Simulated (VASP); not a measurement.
# AlN in VASP: further runs, part 2 of 2

VASP 6.6.1.

## 3. Single point, LDA (equal xx and yy strain of -3 %)

The input, INCAR:

```
SYSTEM = AlN
ALGO = Normal ; EDIFF = 1E-6
ENCUT = 520 ; ISIF = 2
ISMEAR = -1 ; LASPH = .TRUE.
LCHARG = .FALSE. ; LREAL = .FALSE.
LWAVE = .FALSE. ; NBANDS = 11
NELM = 80 ; PREC = Accurate
SIGMA = 0.02
```

The input, KPOINTS:

```
k-points
0
G
  10 10 10
  0 0 0
```

The input, POSCAR:

```
AlN
1.0
    0.0000000000      1.9186600000      1.9780000000
    1.9186600000      0.0000000000      1.9780000000
    1.9186600000      1.9186600000      0.0000000000
Al N
1 1
Direct
    0.0000000000      0.0000000000      0.0000000000
    0.5000000000      0.5000000000      0.5000000000
```

Potentials or basis: VASP PAW LDA potentials, release 64 (Al, N).

The run is started by

```
> cat potpaw_LDA.64/Al/POTCAR potpaw_LDA.64/N/POTCAR > POTCAR
> mpirun -np 1 vasp_std > vasp.out
```

OUTCAR:

```text
SYSTEM = AlN
   EDIFF = 1E-6
   ENCUT = 520
   ISIF = 2
   ISMEAR = -1
   LASPH = .TRUE.
   LREAL = .FALSE.
   NELM = 80
   PREC = Accurate

 ion  position               nearest neighbor table
   1  0.000  0.000  0.000-   2 1.92   2 1.92   2 1.92   2 1.92   2 1.98   2 1.98
   2  0.500  0.500  0.500-   1 1.92   1 1.92   1 1.92   1 1.92   1 1.98   1 1.98

  LATTYP: Found a body centered tetragonal cell.
 ALAT       =     2.7133949936
 C/A-ratio  =     1.4579521262

  Lattice vectors:

 A1 = (  -1.9186600000,   0.0000000000,   1.9780000000)
 A2 = (   1.9186600000,   0.0000000000,   1.9780000000)
 A3 = (   0.0000000000,   1.9186600000,  -1.9780000000)

Analysis of symmetry for initial positions (statically):
=====================================================================
 Subroutine PRICEL returns:
 Original cell was already a primitive cell.

 Routine SETGRP: Setting up the symmetry group for a
 body centered tetragonal supercell.

 Subroutine GETGRP returns: Found 16 space group operations
 (whereof 16 operations were pure point group operations)
 out of a pool of 16 trial point group operations.

The static configuration has the point symmetry D_4h.

Analysis of symmetry for dynamics (positions and initial velocities):
=====================================================================
 Subroutine PRICEL returns:
 Original cell was already a primitive cell.

 Routine SETGRP: Setting up the symmetry group for a
 body centered tetragonal supercell.

 Subroutine GETGRP returns: Found 16 space group operations
 (whereof 16 operations were pure point group operations)
 out of a pool of 16 trial point group operations.

The dynamic configuration has the point symmetry D_4h.

 Subroutine INISYM returns: Found 16 space group operations
 (whereof 16 operations are pure point group operations),
 and found     1 'primitive' translations

----------------------------------------------------------------------------------------

                                     Primitive cell

  volume of cell :      14.5630

  direct lattice vectors                    reciprocal lattice vectors
     0.000000000  1.918660000  1.978000000    -0.260598543  0.260598543  0.252780586
     1.918660000  0.000000000  1.978000000     0.260598543 -0.260598543  0.252780586
     1.918660000  1.918660000  0.000000000     0.260598543  0.260598543 -0.252780586

  length of vectors
     2.755674182  2.755674182  2.713394994     0.446901808  0.446901808  0.446901808

  position of ions in fractional coordinates (direct lattice)
     0.000000000  0.000000000  0.000000000
     0.500000000  0.500000000  0.500000000

  ion indices of the primitive-cell ions
   primitive index   ion index
                 1           1
                 2           2

----------------------------------------------------------------------------------------

 KPOINTS: k-points

Automatic generation of k-mesh.
 Grid dimensions read from file:
 generate k-points for:   10   10   10

 Generating k-lattice:

  Cartesian coordinates                     Fractional coordinates (reciprocal lattice)
    -0.026059854  0.026059854  0.025278059     0.100000000  0.000000000  0.000000000
     0.026059854 -0.026059854  0.025278059     0.000000000  0.100000000  0.000000000
     0.026059854  0.026059854 -0.025278059     0.000000000  0.000000000  0.100000000

  Length of vectors
     0.044690181  0.044690181  0.044690181

  Shift w.r.t. Gamma in fractional coordinates (k-lattice)
     0.000000000  0.000000000  0.000000000

 Subroutine IBZKPT returns following result:
 ===========================================

 Found    102 irreducible k-points:

 Following reciprocal coordinates:
            Coordinates               Weight
  0.000000  0.000000  0.000000      1.000000
  0.100000  0.000000  0.000000      8.000000
  0.200000  0.000000  0.000000      8.000000
  0.300000  0.000000  0.000000      8.000000
  0.400000  0.000000  0.000000      8.000000
  0.500000  0.000000  0.000000      4.000000
[... 16 lines left out ...]
  0.300000  0.300000  0.000000      2.000000
  0.400000  0.300000  0.000000      8.000000
 [... further k-points ...]
   k-points           NKPTS =    102   k-points in BZ     NKDIM =    102   number of bands    NBANDS=     11
   number of dos      NEDOS =    301   number of ions     NIONS =      2
   total plane-waves  NPLWV =   8000
   dimension x,y,z NGX =    20 NGY =   20 NGZ =   20
   dimension x,y,z NGXF=    40 NGYF=   40 NGZF=   40
   ions per type =               1   1
   NGX,Y,Z   is equivalent  to a cutoff of  12.07, 12.07, 12.25 a.u.
   NGXF,Y,Z  is equivalent  to a cutoff of  24.13, 24.13, 24.51 a.u.
 SYSTEM =  AlN
   PREC   = accura    normal or accurate (medium, high low for compatibility)
   ISTART =      0    job   : 0-new  1-cont  2-samecut
   ICHARG =      2    charge: 1-file 2-atom 10-const
   ISPIN  =      1    spin polarized calculation?
   LNONCOLLINEAR =      F non collinear calculations
   LSORBIT =      F    spin-orbit coupling
   LASPH  =      T    aspherical Exc in radial PAW
   ENCUT  =  520.0 eV  38.22 Ry    6.18 a.u.   5.12  5.12  5.05*2*pi/ulx,y,z
   NELM   =     80;   NELMIN=  2; NELMDL= -5     # of ELM steps
   EDIFF  = 0.1E-05   stopping-criterion for ELM
   LREAL  =      F    real-space projection
   EDIFFG = 0.1E-04   stopping-criterion for IOM
   NSW    =      0    number of steps for IOM
   IBRION =     -1    ionic relax: 0-MD 1-quasi-New 2-CG
   NFREE  =      0    steps in history (QN), initial steepest desc. (CG)
   ISIF   =      2    stress and relaxation
   ISYM   =      2    0-nonsym 1-usesym 2-fastsym
   POTIM  = 0.5000    time-step for ionic-motion
   TEBEG  =    0.0;   TEEND  =   0.0 temperature during run
   PSTRESS=    0.0 pullay stress
   NELECT =       8.0000    total number of electrons
   NUPDOWN=      -1.0000    fix difference up-down
   EMIN   =  10.00;   EMAX   =-10.00  energy-range for DOS
   EFERMI =   0.00;   METHOD = LEGACY
   ISMEAR =    -1;   SIGMA  =   0.02  broadening in eV -4-tet -1-fermi 0-gaus
   EFERMI_NEDOS =   21; number of points for ismear=-14 and -15
   IALGO  =     38    algorithm
   IMIX   =      4    mixing-type and parameters
     AMIX     =   0.40;   BMIX     =  1.00
     AMIX_MAG =   1.60;   BMIX_MAG =  1.00
  volume/ion in A,a.u.               =       7.28        49.14
  Fermi-wavevector in a.u.,A,eV,Ry     =   1.340769  2.533687 24.458680  1.797662
  Thomas-Fermi vector in A             =   2.469056
   LORBIT       =      0    0 simple, 1 ext, 2 COOP (PROOUT), +10 PAW based schemes
   GGA     = CA    functional components
   LHFCALC =     F    Hartree Fock is set to
   AEXX    =    0.0000 exact exchange contribution
   IVDW    =     0    specifies the selected vdW correction
   LEPSILON=     F    determine dielectric tensor
   LRPA    =     F    only Hartree local field effects (RPA)
 non-spin polarized calculation
  energy-cutoff  :      520.00
  volume of cell :       14.56
 maximum number of plane-waves:       405
   NGX = 11   NGY = 11   NGZ =  9

 number of electron       8.0000000 magnetization

 Free energy of the ion-electron system (eV)
  ---------------------------------------------------
  ext. energy  EPLUGINS =         0.00000000
  ---------------------------------------------------
  free energy    TOTEN  =       -16.05023282 eV

  energy without entropy =      -16.05023282  energy(sigma->0) =      -16.05023282

 E-fermi :  12.0414     XC(G=0): -13.1762

 val. band max:       11.5737558014   @ k =   0.0000   0.0000   0.0000
 cond. band min:      16.2822396896   @ k =   0.5000   0.0000   0.5000
 fundamental gap:      4.7084838881
 Fermi energy:        12.0414379029

 k-point     1 :       0.0000    0.0000    0.0000
  band No.  band energies     occupation
      1      -7.1729      2.00000
      2      11.3770      2.00000
      3      11.3770      2.00000
      4      11.5738      2.00000
      5      19.1341      0.00000
      6      23.5638      0.00000
      7      24.0093      0.00000
      8      24.0093      0.00000
      9      29.4474      0.00000
     10      29.5074      0.00000
     11      30.5631      0.00000
[... 309 lines left out ...]
 k-point    24 :       0.4000    0.3000    0.0000
  band No.  band energies     occupation
      1      -3.8082      2.00000
      2       5.0360      2.00000
      3       8.3319      2.00000
      4       8.9928      2.00000
      5      17.9977      0.00000
      6      19.3221      0.00000
      7      24.8552      0.00000
      8      28.7011      0.00000
      9      29.5428      0.00000
     10      34.6936      0.00000
     11      37.7372      0.00000

 [... further k-points ...]
[... 5 lines left out ...]
  --------------------------------------------------------------------------------------
  -------------------------------------------------------------------------------------
  Total        3.7883228      3.7883228      2.3332820      0.0000000      0.0000000     -0.0000000
  in kB      416.7784276    416.7784276    256.6997789      0.0000000      0.0000000     -0.0000000
  external PRESSURE =     363.4188780 kB  Pullay stress =       0.0000000 kB

 VOLUME and BASIS-vectors are now :
 -----------------------------------------------------------------------------
  energy-cutoff  :      520.00
  volume of cell :       14.56
      direct lattice vectors                 reciprocal lattice vectors
     0.000000000  1.918660000  1.978000000    -0.260598543  0.260598543  0.252780586
     1.918660000  0.000000000  1.978000000     0.260598543 -0.260598543  0.252780586
     1.918660000  1.918660000  0.000000000     0.260598543  0.260598543 -0.252780586

 POSITION                                       TOTAL-FORCE (eV/Angst)
 -----------------------------------------------------------------------------------
      0.00000      0.00000      0.00000        -0.000000      0.000000      0.000000
      1.91866      1.91866      1.97800         0.000000     -0.000000     -0.000000
 -----------------------------------------------------------------------------------
    total drift:                                0.000000      0.000000      0.000000

  FREE ENERGIE OF THE ION-ELECTRON SYSTEM (eV)
  ---------------------------------------------------
  free  energy   TOTEN  =       -16.0502328220 eV

  energy  without entropy=      -16.0502328220  energy(sigma->0) =      -16.05023282
```

stdout:

```text
POSCAR found type information on POSCAR AlN
 POSCAR found :  2 types and       2 ions
 scaLAPACK will be used
 LDA part: xc-table for (Slater(with rela. corr.)+CA(PZ))
 , standard interpolation
 POSCAR, INCAR and KPOINTS ok, starting setup
 FFT: planning ... GRIDC
 FFT: planning ... GRID_SOFT
 FFT: planning ... GRID
 WAVECAR not read
 entering main loop
```

It took 20 s on 1 thread of Intel Xeon 8259CL, shared host; peak memory 0.09 GiB.

Results:

* Free energy: -16.0502 eV
* Pressure: 36.3 GPa
* Band gap on the k mesh: 4.71 eV, indirect (least direct gap 7.56 eV)

Levels at points of the mesh, in eV from the valence-band top:
```tsv
k point	band 1	band 2	band 3	band 4	band 5	band 6	band 7	band 8
(0.00, 0.00, 0.00)	-18.75	-0.20	-0.20	0.00	7.56	11.99	12.44	12.44
(0.50, 0.00, 0.00)	-14.88	-9.33	-1.55	-1.40	6.78	11.41	12.12	14.86
(0.50, 0.50, 0.00)	-13.88	-8.55	-3.11	-3.11	5.02	5.86	15.10	19.15
(0.50, 0.00, 0.50)	-13.58	-8.37	-3.57	-3.17	4.71	5.51	15.48	18.26
```

Caveat: the cell differs from its parent crystal (equal xx and yy strain of -3 %). A k mesh can miss the band edges.
